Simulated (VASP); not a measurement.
# Ge (Fd-3m) in VASP: a series of runs

The runs below take Ge through single point, relaxation of cell and atoms, with LDA.

Program: VASP 6.6.1. These are calculated values, not measurements. Logs are shortened: lines on timing, memory, paths and dates and some standing lists are left out, and cuts for length are marked.

## (1) The cell of the first run

It takes space group Fd-3m (No. 227, cubic). Conventional cell: a = 5.622 Å, b = 5.622 Å, c = 5.622 Å, α = 90.00°, β = 90.00°, γ = 90.00°. Ge (site symmetry -43m) has 4 Ge at 2.43 Å within 3.2 Å.

## (2) Single point, LDA

The input, INCAR:

```
SYSTEM = Ge
ALGO = Normal
EDIFF = 1E-6
ENCUT = 520
GGA = CA
ISIF = 2
ISMEAR = 0
LASPH = .TRUE.
LCHARG = .FALSE.
LREAL = .FALSE.
LWAVE = .FALSE.
NBANDS = 21
NELM = 80
PREC = Accurate
SIGMA = 0.01
```

The input, KPOINTS:

```
k-points
0
G
  10 10 10
  0 0 0
```

The input, POSCAR:

```
Ge
1.0
    0.0000000000      2.8108861722      2.8108861722
    2.8108861722      0.0000000000      2.8108861722
    2.8108861722      2.8108861722      0.0000000000
Ge
2
Direct
    0.0000000000      0.0000000000      0.0000000000
    0.2500000000      0.2500000000      0.2500000000
```

Potentials or basis: VASP PAW LDA potentials, release 64 (Ge_d).

Started as:

```
> cat potpaw_LDA.64/Ge_d/POTCAR > POTCAR
> mpirun -np 1 vasp_std > vasp.out
```

OUTCAR:

```text
SYSTEM = Ge
   EDIFF = 1E-6
   ENCUT = 520
   GGA = CA
   ISIF = 2
   ISMEAR = 0
   LASPH = .TRUE.
   LREAL = .FALSE.
   NELM = 80
   PREC = Accurate

 ion  position               nearest neighbor table
   1  0.000  0.000  0.000-   2 2.43   2 2.43   2 2.43   2 2.43
   2  0.250  0.250  0.250-   1 2.43   1 2.43   1 2.43   1 2.43

  LATTYP: Found a face centered cubic cell.
 ALAT       =     5.6217723444

  Lattice vectors:

 A1 = (   0.0000000000,   2.8108861722,   2.8108861722)
 A2 = (   2.8108861722,   0.0000000000,   2.8108861722)
 A3 = (   2.8108861722,   2.8108861722,   0.0000000000)

Analysis of symmetry for initial positions (statically):
=====================================================================
 Subroutine PRICEL returns:
 Original cell was already a primitive cell.

 Routine SETGRP: Setting up the symmetry group for a
 face centered cubic supercell.

 Subroutine GETGRP returns: Found 48 space group operations
 (whereof 24 operations were pure point group operations)
 out of a pool of 48 trial point group operations.

The static configuration has the point symmetry T_d .
 The point group associated with its full space group is O_h .

Analysis of symmetry for dynamics (positions and initial velocities):
=====================================================================
 Subroutine PRICEL returns:
 Original cell was already a primitive cell.

 Routine SETGRP: Setting up the symmetry group for a
 face centered cubic supercell.

 Subroutine GETGRP returns: Found 48 space group operations
 (whereof 24 operations were pure point group operations)
 out of a pool of 48 trial point group operations.

The dynamic configuration has the point symmetry T_d .
 The point group associated with its full space group is O_h .

 Subroutine INISYM returns: Found 48 space group operations
 (whereof 24 operations are pure point group operations),
 and found     1 'primitive' translations

----------------------------------------------------------------------------------------

                                     Primitive cell

  volume of cell :      44.4181

  direct lattice vectors                    reciprocal lattice vectors
     0.000000000  2.810886172  2.810886172    -0.177879846  0.177879846  0.177879846
     2.810886172  0.000000000  2.810886172     0.177879846 -0.177879846  0.177879846
     2.810886172  2.810886172  0.000000000     0.177879846  0.177879846 -0.177879846

  length of vectors
     3.975193347  3.975193347  3.975193347     0.308096931  0.308096931  0.308096931

  position of ions in fractional coordinates (direct lattice)
     0.000000000  0.000000000  0.000000000
     0.250000000  0.250000000  0.250000000

  ion indices of the primitive-cell ions
   primitive index   ion index
                 1           1
                 2           2

----------------------------------------------------------------------------------------

 KPOINTS: k-points

Automatic generation of k-mesh.
 Grid dimensions read from file:
 generate k-points for:   10   10   10

 Generating k-lattice:

  Cartesian coordinates                     Fractional coordinates (reciprocal lattice)
    -0.017787985  0.017787985  0.017787985     0.100000000  0.000000000  0.000000000
     0.017787985 -0.017787985  0.017787985     0.000000000  0.100000000  0.000000000
     0.017787985  0.017787985 -0.017787985     0.000000000  0.000000000  0.100000000

  Length of vectors
     0.030809693  0.030809693  0.030809693

  Shift w.r.t. Gamma in fractional coordinates (k-lattice)
     0.000000000  0.000000000  0.000000000

 Subroutine IBZKPT returns following result:
 ===========================================

 Found     47 irreducible k-points:

 Following reciprocal coordinates:
            Coordinates               Weight
  0.000000  0.000000  0.000000      1.000000
  0.100000  0.000000  0.000000      8.000000
  0.200000  0.000000  0.000000      8.000000
  0.300000  0.000000  0.000000      8.000000
  0.400000  0.000000  0.000000      8.000000
  0.500000  0.000000  0.000000      4.000000
[... 16 lines left out ...]
  0.300000  0.300000  0.000000      6.000000
  0.400000  0.300000  0.000000     24.000000
 [... further k-points ...]
   k-points           NKPTS =     47   k-points in BZ     NKDIM =     47   number of bands    NBANDS=     21
   number of dos      NEDOS =    301   number of ions     NIONS =      2
   total plane-waves  NPLWV =  27000
   dimension x,y,z NGX =    30 NGY =   30 NGZ =   30
   dimension x,y,z NGXF=    60 NGYF=   60 NGZF=   60
   ions per type =               2
   NGX,Y,Z   is equivalent  to a cutoff of  12.55, 12.55, 12.55 a.u.
   NGXF,Y,Z  is equivalent  to a cutoff of  25.09, 25.09, 25.09 a.u.
 SYSTEM =  Ge
   PREC   = accura    normal or accurate (medium, high low for compatibility)
   ISTART =      0    job   : 0-new  1-cont  2-samecut
   ICHARG =      2    charge: 1-file 2-atom 10-const
   ISPIN  =      1    spin polarized calculation?
   LNONCOLLINEAR =      F non collinear calculations
   LSORBIT =      F    spin-orbit coupling
   LASPH  =      T    aspherical Exc in radial PAW
   ENCUT  =  520.0 eV  38.22 Ry    6.18 a.u.   7.39  7.39  7.39*2*pi/ulx,y,z
   NELM   =     80;   NELMIN=  2; NELMDL= -5     # of ELM steps
   EDIFF  = 0.1E-05   stopping-criterion for ELM
   LREAL  =      F    real-space projection
   EDIFFG = 0.1E-04   stopping-criterion for IOM
   NSW    =      0    number of steps for IOM
   IBRION =     -1    ionic relax: 0-MD 1-quasi-New 2-CG
   NFREE  =      0    steps in history (QN), initial steepest desc. (CG)
   ISIF   =      2    stress and relaxation
   ISYM   =      2    0-nonsym 1-usesym 2-fastsym
   POTIM  = 0.5000    time-step for ionic-motion
   TEBEG  =    0.0;   TEEND  =   0.0 temperature during run
   PSTRESS=    0.0 pullay stress
   NELECT =      28.0000    total number of electrons
   NUPDOWN=      -1.0000    fix difference up-down
   EMIN   =  10.00;   EMAX   =-10.00  energy-range for DOS
   EFERMI =   0.00;   METHOD = LEGACY
   ISMEAR =     0;   SIGMA  =   0.01  broadening in eV -4-tet -1-fermi 0-gaus
   EFERMI_NEDOS =   21; number of points for ismear=-14 and -15
   IALGO  =     38    algorithm
   IMIX   =      4    mixing-type and parameters
     AMIX     =   0.40;   BMIX     =  1.00
     AMIX_MAG =   1.60;   BMIX_MAG =  1.00
  volume/ion in A,a.u.               =      22.21       149.87
  Fermi-wavevector in a.u.,A,eV,Ry     =   1.403700  2.652608 26.808555  1.970373
  Thomas-Fermi vector in A             =   2.526335
   LORBIT       =      0    0 simple, 1 ext, 2 COOP (PROOUT), +10 PAW based schemes
   GGA     = CA    functional components
   LHFCALC =     F    Hartree Fock is set to
   AEXX    =    0.0000 exact exchange contribution
   IVDW    =     0    specifies the selected vdW correction
   LEPSILON=     F    determine dielectric tensor
   LRPA    =     F    only Hartree local field effects (RPA)
 non-spin polarized calculation
 Gauss-broadening in eV      SIGMA  =   0.01
  energy-cutoff  :      520.00
  volume of cell :       44.42
 maximum number of plane-waves:      1243
 NGX is ok and might be reduce to    30
   NGX = 15   NGY = 15   NGZ = 15

 number of electron      28.0000032 magnetization

 Free energy of the ion-electron system (eV)
  ---------------------------------------------------
  ext. energy  EPLUGINS =         0.00000000
  ---------------------------------------------------
  free energy    TOTEN  =       -10.38853835 eV

  energy without entropy =      -10.38853678  energy(sigma->0) =      -10.38853757

 E-fermi :   4.9301     XC(G=0): -10.3787

 val. band max:        4.9128155463   @ k =   0.0000   0.0000   0.0000
 cond. band min:       4.9444585232   @ k =   0.0000   0.0000   0.0000
 fundamental gap:      0.0316429769
 Fermi energy:         4.9301392756

 k-point     1 :       0.0000    0.0000    0.0000
  band No.  band energies     occupation
      1     -20.0554      2.00000
      2     -20.0554      2.00000
      3     -20.0554      2.00000
      4     -20.0172      2.00000
      5     -20.0172      2.00000
      6     -19.7959      2.00000
[... 13 lines left out ...]
     20      14.5151      0.00000
     21      14.5151      0.00000

 k-point     2 :       0.1000    0.0000    0.0000
  band No.  band energies     occupation
      1     -20.0614      2.00000
      2     -20.0614      2.00000
      3     -20.0537      2.00000
      4     -20.0088      2.00000
      5     -20.0088      2.00000
      6     -19.8049      2.00000
[... 13 lines left out ...]
     20      13.7377      0.00000
     21      13.7377      0.00000

 k-point     3 :       0.2000    0.0000    0.0000
  band No.  band energies     occupation
      1     -20.0708      2.00000
      2     -20.0708      2.00000
      3     -20.0491      2.00000
      4     -19.9939      2.00000
      5     -19.9939      2.00000
      6     -19.8173      2.00000
[... 13 lines left out ...]
     20      13.2125      0.00000
     21      13.2125      0.00000

 k-point     4 :       0.3000    0.0000    0.0000
  band No.  band energies     occupation
      1     -20.0772      2.00000
      2     -20.0772      2.00000
      3     -20.0434      2.00000
      4     -19.9816      2.00000
      5     -19.9816      2.00000
      6     -19.8263      2.00000
[... 13 lines left out ...]
     20      13.5945      0.00000
     21      13.5945      0.00000

 k-point     5 :       0.4000    0.0000    0.0000
  band No.  band energies     occupation
      1     -20.0802      2.00000
      2     -20.0802      2.00000
      3     -20.0387      2.00000
      4     -19.9750      2.00000
      5     -19.9750      2.00000
      6     -19.8305      2.00000
[... 13 lines left out ...]
     20      14.8474      0.00000
     21      14.8474      0.00000
[... 382 lines left out ...]
     20      14.2330      0.00000
     21      16.2897      0.00000

 k-point    22 :      -0.2000    0.2000    0.0000
  band No.  band energies     occupation
      1     -20.0865      2.00000
      2     -20.0859      2.00000
      3     -20.0269      2.00000
      4     -19.9830      2.00000
      5     -19.9584      2.00000
      6     -19.8526      2.00000
[... 13 lines left out ...]
     20      14.7183      0.00000
     21      15.3543      0.00000

 k-point    23 :       0.3000    0.3000    0.0000
  band No.  band energies     occupation
      1     -20.0798      2.00000
      2     -20.0798      2.00000
      3     -20.0562      2.00000
      4     -19.9665      2.00000
      5     -19.9227      2.00000
      6     -19.9114      2.00000
[... 13 lines left out ...]
     20      16.0642      0.00000
     21      16.0662      0.00000

 k-point    24 :       0.4000    0.3000    0.0000
  band No.  band energies     occupation
      1     -20.0906      2.00000
      2     -20.0846      2.00000
      3     -20.0388      2.00000
      4     -19.9506      2.00000
      5     -19.9299      2.00000
      6     -19.9046      2.00000
[... 13 lines left out ...]
     20      16.5411      0.00000
     21      16.8027      0.00000

 [... further k-points ...]
[... 5 lines left out ...]
  --------------------------------------------------------------------------------------
  -------------------------------------------------------------------------------------
  Total        0.0410321      0.0410321      0.0410321      0.0000000      0.0000000     -0.0000000
  in kB        1.4800428      1.4800428      1.4800428      0.0000000      0.0000000     -0.0000000
  external PRESSURE =       1.4800428 kB  Pullay stress =       0.0000000 kB

 VOLUME and BASIS-vectors are now :
 -----------------------------------------------------------------------------
  energy-cutoff  :      520.00
  volume of cell :       44.42
      direct lattice vectors                 reciprocal lattice vectors
     0.000000000  2.810886172  2.810886172    -0.177879846  0.177879846  0.177879846
     2.810886172  0.000000000  2.810886172     0.177879846 -0.177879846  0.177879846
     2.810886172  2.810886172  0.000000000     0.177879846  0.177879846 -0.177879846

 POSITION                                       TOTAL-FORCE (eV/Angst)
 -----------------------------------------------------------------------------------
      0.00000      0.00000      0.00000        -0.000000     -0.000000     -0.000000
      1.40544      1.40544      1.40544         0.000000      0.000000      0.000000
 -----------------------------------------------------------------------------------
    total drift:                                0.000000     -0.000000      0.000000

  FREE ENERGIE OF THE ION-ELECTRON SYSTEM (eV)
  ---------------------------------------------------
  free  energy   TOTEN  =       -10.3885383522 eV

  energy  without entropy=      -10.3885367844  energy(sigma->0) =      -10.38853757
```

It took 64 s on 1 thread of Intel Xeon 6975P-C, shared host; peak memory 0.16 GiB.

What came out:

```yaml
Free_energy: -10.3885 eV
Pressure: 0.1 GPa
```

## (3) Relaxation of cell and atoms, LDA

This run uses another cell than the first one, of 22.67 Å³/atom, 1.021 times its volume.

The input, INCAR:

```
PREC = Accurate
ENCUT = 600
EDIFF = 1E-7
ISMEAR = 0
SIGMA = 0.01
LREAL = False
LASPH = True
NELM = 60
ALGO = Normal
ISIF = 3
LWAVE = False
LCHARG = False
GGA = CA
IBRION = 2
NSW = 80
EDIFFG = -0.005
```

The input, KPOINTS:

```
Automatic mesh
0
Gamma
  10 10 10
```

The input, POSCAR:

```
Ge
1.0
    0.0000000000      2.8300000000      2.8300000000
    2.8300000000      0.0000000000      2.8300000000
    2.8300000000      2.8300000000      0.0000000000
Ge
2
Direct
    0.0000000000      0.0000000000      0.0000000000
    0.2500000000      0.2500000000      0.2500000000
```

Potentials or basis: VASP PAW LDA potentials, release 64 (Ge_d).

Started as:

```
> cat potpaw_LDA.64/Ge_d/POTCAR > POTCAR
> mpirun -np 1 vasp_std > vasp.out
```

It took 1.7 min on 1 thread of Intel Xeon 6975P-C, shared host; peak memory 0.18 GiB.

It converged, with:

| Property | Result |
| --- | --- |
| Free energy | -10.3888 eV |
| Relaxed volume | 22.25 Å³/atom |
| Relaxed cell | a = 3.978 Å, b = 3.978 Å, c = 3.978 Å, α = 60.00°, β = 60.00°, γ = 60.00° |
| Space group after relaxing (to 0.05 Å) | Fd-3m (No. 227) |
| Energy gained by relaxing | 1.6 meV/atom |
| Ionic steps | 3 |
| Pressure after relaxing | 0.0 GPa |

Step by step:
```
step  energy change (eV)  largest force (eV/Å)  pressure (GPa)  volume (Å³)
   1              0.0000                0.0000           -1.26        45.33
   2             -0.0027                0.0000            0.52        44.17
   3             -0.0032                0.0000            0.01        44.50
```

Final structure:
```
Ge
1.0
     0.00000    2.81268    2.81268
     2.81268    0.00000    2.81268
     2.81268    2.81268    0.00000
Ge
2
Direct
  0.00000 0.00000 0.00000
  0.25000 0.25000 0.25000
```

Levels at points of the mesh, in eV from the Fermi level:
| k point | band 10 | band 11 | band 12 | band 13 | band 14 | band 15 | band 16 | band 17 | band 18 |
| --- | --- | --- | --- | --- | --- | --- | --- | --- | --- |
| (0.00, 0.00, 0.00) | -24.70 | -12.95 | -0.01 | -0.01 | -0.01 | 0.00 | 2.52 | 2.52 | 2.52 |
| (0.50, 0.00, 0.00) | -24.67 | -10.82 | -7.73 | -1.44 | -1.44 | 0.11 | 3.72 | 3.72 | 6.97 |
| (0.50, 0.50, 0.00) | -24.66 | -9.00 | -9.00 | -3.15 | -3.15 | 0.63 | 0.63 | 9.54 | 9.54 |
